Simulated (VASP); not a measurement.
Wanted: the native input for a VASP 6.6.1 run.

```yaml
Task: single point
Functional: PBEsol
Potentials_or_basis: VASP PAW PBE potentials, release 64 (Cu, O)
Cutoff: 520 eV
k_mesh: 10 × 10 × 6
Occupations: fermi-dirac, width 0.05 eV
Spin: no spin polarisation
Dipole_correction: no
Further_INCAR_settings: ALGO = Normal; EDIFF = 1e-06; NBANDS = 25
```

The structure of CuO lies in POSCAR:

```
CuO
1.0
    2.7735091137      0.0000000000      0.0000000000
   -1.3867545568      2.4019293501      0.0000000000
    0.0000000000      0.0000000000      4.9281041528
Cu O
2 2
Direct
    0.0000000000      0.0000000000      0.0000000000
    0.0000000000      0.0000000000      0.5000000000
    0.3333333333      0.6666666667      0.2500000000
    0.6666666667      0.3333333333      0.7500000000
```

These files were run (other wordings do the same):

INCAR

```
  ALGO = Normal
  EDIFF = 1E-6
  ENCUT = 520
  GGA = PS
  ISIF = 2
  ISMEAR = -1
  LASPH = T
  LCHARG = F
  LREAL = F
  LWAVE = F
  NBANDS = 25
  NELM = 60
  PREC = Accurate
  SIGMA = 0.05
```

KPOINTS

```
k-points
0
Gamma
  10 10 6
```

Potentials or basis: VASP PAW PBE potentials, release 64 (Cu, O).

Command:

```sh
$ cat potpaw_PBE.64/Cu/POTCAR potpaw_PBE.64/O/POTCAR > POTCAR
$ mpirun -np 1 vasp_std > vasp.out
```

It gave:

* Pressure: 30.9 GPa
* Band gap on the k mesh: zero (bands 17 and 18 overlap by 1.19 eV)

Caveat: the cell stands under pressure; the PAW data sets were made with another functional, which shifts forces and pressure a little; semilocal functionals often make such compounds metallic where correlation or magnetic order opens a gap, which also shifts bond lengths.

It took 28 s on 1 thread of Intel(R) Xeon(R) 6975P-C (Granite Rapids), on a shared host, peak memory 0.17 GiB.
